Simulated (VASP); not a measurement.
Input of a VASP 6.6.1 run:

POSCAR

```
MgO
1.0
    0.0000000000      2.2240931270      2.2240931270
    2.2240931270      0.0000000000      2.2240931270
    2.2240931270      2.2240931270      0.0000000000
Mg O
1 1
Direct
    0.0000000000      0.0000000000      0.0000000000
    0.5000000000      0.5000000000      0.5000000000
```

File INCAR.step1:

```
SYSTEM = MgO
ALGO     = Normal         ! electronic algorithm
EDIFF    = 1E-5           ! SCF threshold, eV
ENCUT    = 520            ! plane-wave cutoff, eV
GGA      = PE             ! functional
ISIF     = 2              ! what is computed and relaxed
ISMEAR   = 0              ! smearing method
LASPH    = .True.         ! aspherical terms in the spheres
LREAL    = .False.        ! projectors in reciprocal space
LWAVE    = .True.         ! write WAVECAR
NBANDS   = 11             ! bands
NELM     = 80             ! most SCF steps
PREC     = Accurate       ! precision mode
SIGMA    = 0.01           ! smearing width, eV
```

File INCAR.step2:

```
SYSTEM = MgO
ALGO     = Normal         ! electronic algorithm
EDIFF    = 1E-6           ! SCF threshold, eV
ENCUT    = 520            ! plane-wave cutoff, eV
GGA      = PE             ! functional
HFSCREEN = 0.2079         ! screening, 1/A
ISIF     = 2              ! what is computed and relaxed
ISMEAR   = 0              ! smearing method
ISTART   = 1            
LASPH    = .True.         ! aspherical terms in the spheres
LCHARG   = .True.         ! write CHGCAR
LELF     = .True.         ! ELF
LHFCALC  = .True.         ! exact exchange
LREAL    = .False.        ! projectors in reciprocal space
LVHAR    = .True.       
LWAVE    = .False.        ! write WAVECAR
NBANDS   = 11             ! bands
NELM     = 80             ! most SCF steps
PREC     = Accurate       ! precision mode
PRECFOCK = Normal       
SIGMA    = 0.01           ! smearing width, eV
```

KPOINTS

```
k-points
0
Gamma
  8 8 8
  0 0 0
```

Potentials or basis: VASP PAW PBE potentials, release 64 (Mg, O).

Command:

```console
$ cat potpaw_PBE.64/Mg/POTCAR potpaw_PBE.64/O/POTCAR > POTCAR
$ cp INCAR.step1 INCAR
$ mpirun -np 1 vasp_std > vasp.out
$ cp INCAR.step2 INCAR
$ mpirun -np 1 vasp_std > vasp.out
```

**Question.** What does it give for the pressure?

**Answer.** -20.6 GPa.

**Question.** Predict the band gap on the k mesh.

**Answer.** 4.85 eV.

Caveat: the cell differs from its parent crystal (strain +5.8%); the cell stands under tension; the PAW data sets were made with another functional, which shifts forces and pressure a little.
